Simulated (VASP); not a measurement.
## CuAu3: single point with PBEsol

CuAu3:

```
Cu Au
1.0
     4.05374    0.00000    0.00000
     0.00000    4.05374    0.00000
     0.00000    0.00000    4.05374
Cu Au
1 3
Direct
  0.00000 0.00000 0.00000
  0.00000 0.50000 0.50000
  0.50000 0.00000 0.50000
  0.50000 0.50000 0.00000
```

This cell differs from its parent crystal: equal strain along all axes, cell held: +2.0 %.

- Program: VASP 6.6.1
- Task: single point
- Functional: PBEsol
- Potentials or basis: VASP PAW PBE potentials, release 64 (Cu, Au)
- Cutoff: 520 eV
- k mesh: 14 × 14 × 14
- Occupations: gaussian, width 0.1 eV
- Spin: no spin polarisation
- Dipole correction: no
- Further INCAR settings: ALGO = Fast; EDIFF = 1e-07; NBANDS = 30

```json
{
 "Pressure": "-8.8 GPa",
 "Band gap on the k mesh": "zero (band 22 reaches 9.28 eV, above the bottom of band 23 at 7.32 eV)"
}
```

Levels at points of the mesh, in eV from the Fermi level:
```
           k point  band 19  band 20  band 21  band 22  band 23  band 24  band 25  band 26
(0.00, 0.00, 0.00)    -1.43    -1.43    -1.43     1.09     1.09     1.09     5.48     5.48
(0.50, 0.00, 0.00)    -2.00    -1.83    -1.56    -1.42     4.95     5.20     5.73     5.73
(0.50, 0.50, 0.00)    -2.05    -2.05    -0.76    -0.22    -0.16    -0.16     8.06     8.57
(0.50, 0.50, 0.50)    -1.57    -1.57    -0.93    -0.87    -0.87    -0.87     2.70     2.70
```

It took 4.1 min on 1 thread of Intel Xeon 6975P-C (shared host), peak memory 0.33 GiB.

Caveat: the cell differs from its parent crystal (equal strain along all axes, cell held: +2.0 %); the PAW data sets were made with another functional, which shifts forces and pressure a little; spin-orbit coupling is left out, which moves the levels of the heavy elements.
